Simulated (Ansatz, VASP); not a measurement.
**FePt in VASP and in Ansatz**

File INCAR:

```
  AGGAC = 1.0
  AGGAX = 1.0
  ALDAC = 0.0
  ALDAX = 1.0
  ALGO = Fast
  EDIFF = 1E-7
  ENCUT = 520
  GGA = B5
  ISIF = 2
  ISMEAR = -1
  ISPIN = 2
  LASPH = True
  LCHARG = False
  LMAXMIX = 4
  LORBIT = 11
  LREAL = False
  LWAVE = False
  MAGMOM = 0 3
  NBANDS = 20
  NELM = 150
  PREC = Accurate
  SIGMA = 0.05
```

File KPOINTS:

```
k-points
0
Gamma
  10 10 7
```

File POSCAR:

```
FePt
1.0
    2.7593396363      0.0000000000      0.0000000000
    0.0000000000      2.7593396363      0.0000000000
    0.0000000000      0.0000000000      3.7689529822
Pt Fe
1 1
Direct
    0.5000000000      0.5000000000      0.5000000000
    0.0000000000      0.0000000000      0.0000000000
```

File input.yaml:

```yaml
crystal:
  lattice:
    - [2.7593396363, 0.0, 0.0]
    - [0.0, 2.7593396363, 0.0]
    - [0.0, 0.0, 3.7689529822]
  atoms:
    - { symbol: Pt, position: [0.5, 0.5, 0.5] }
    - { symbol: Fe, position: [0.0, 0.0, 0.0], spin: 3.0 }
hamiltonian:
  xc: blyp
  pseudopotentials: { kind: paw }
magnetization:
  spin_polarized: true
kpoints:
  mp_grid: { grid: [10, 10, 7] }
scf:
  occupations: { method: fermi_dirac, width: 0.05 }
output:
  forces: true
  stress: true
  eigenvalues: true
  write_density: true
  write_potential: true
  elf: true
  volumetric_format: npy
```

Alike in both runs: task single point; functional BLYP; k mesh 10 × 10 × 7; occupations fermi-dirac, width 0.05 eV; collinear spin.

|  | VASP | Ansatz |
| --- | --- | --- |
| version | VASP 6.6.1 | Ansatz 0.2.0 |
| potentials or method | VASP PAW PBE potentials, release 64 (Pt, Fe) | Ansatz PAW |
| plane-wave cutoff (eV) | 520 | 420 |
| valence electrons in the cell | 18 | 34 |

Ansatz gave:

* gap on the k mesh at the Fermi level (eV): none
* pressure (GPa): 5.5
* net moment per atom (μB): 1.64
* size of the moment on the site where the two differ most (μB): 0.39

Q: Which values does VASP return?

A: gap on the k mesh at the Fermi level (eV): none; pressure (GPa): 6.1; net moment per atom (μB): 1.63; size of the moment on the site where the two differ most (μB): 0.34.

VASP's potentials were made for PBE, not for BLYP. Site moments also hang on the region over which each program counts them. A gap of «none» marks a metal or a gap that the smearing closes. The functional is the same, so the differences come from potentials, cutoffs and numerics. VASP's potentials hold 18 valence electrons a cell and Ansatz's 34, so a difference there can come from the potentials and not from the codes.

Neither program's run includes spin-orbit coupling.
